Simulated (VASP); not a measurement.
A run of VASP 6.6.1 is set up as follows.

The input INCAR:

```
SYSTEM = CoPdO2
ALGO = Normal
EDIFF = 1E-6
ENCUT = 520
GGA = RE
ISIF = 2
ISMEAR = 0
ISPIN = 2
IVDW = 12
LASPH = .TRUE.
LCHARG = .FALSE.
LDAU = .TRUE.
LDAUJ = 0 0 0
LDAUL = 2 -1 -1
LDAUPRINT = 1
LDAUTYPE = 2
LDAUU = 3.3 0 0
LMAXMIX = 4
LORBIT = 11
LREAL = .FALSE.
LWAVE = .FALSE.
MAGMOM = 0 0 0 0
NBANDS = 28
NELM = 150
PREC = Accurate
SIGMA = 0.05
```

File KPOINTS:

```
k-points
0
G
  10 10 10
  0 0 0
```

The input POSCAR:

```
CoPdO2
1.0
    1.4057744413      0.8116242522      5.9163605523
   -1.4057744413      0.8116242522      5.9163605523
    0.0000000000     -1.6232485041      5.9163605523
Co Pd O
1 1 2
Direct
    0.5000000000      0.5000000000      0.5000000000
    0.0000000000      0.0000000000      0.0000000000
    0.1116039298      0.1116039298      0.1116039298
    0.8883960702      0.8883960702      0.8883960702
```

Potentials or basis: VASP PAW PBE potentials, release 64 (Co, Pd, O).

Run with:

```bash
$ cat potpaw_PBE.64/Co/POTCAR potpaw_PBE.64/Pd/POTCAR potpaw_PBE.64/O/POTCAR > POTCAR
$ mpirun -np 1 vasp_std > vasp.out
```

Task: Estimate the dispersion energy per atom.

Result: -0.577 eV.

Task: Predict the net moment.

Result: 0.00 μB per cell.

Stress tensor (GPa, compression positive):
```
2.39 0.00 0.00
0.00 2.39 0.00
0.00 0.00 3.52
```

Caveat: the PAW data sets were made with another functional, which shifts forces and pressure a little; pairwise dispersion overbinds metals, which lowers pressure and volume.
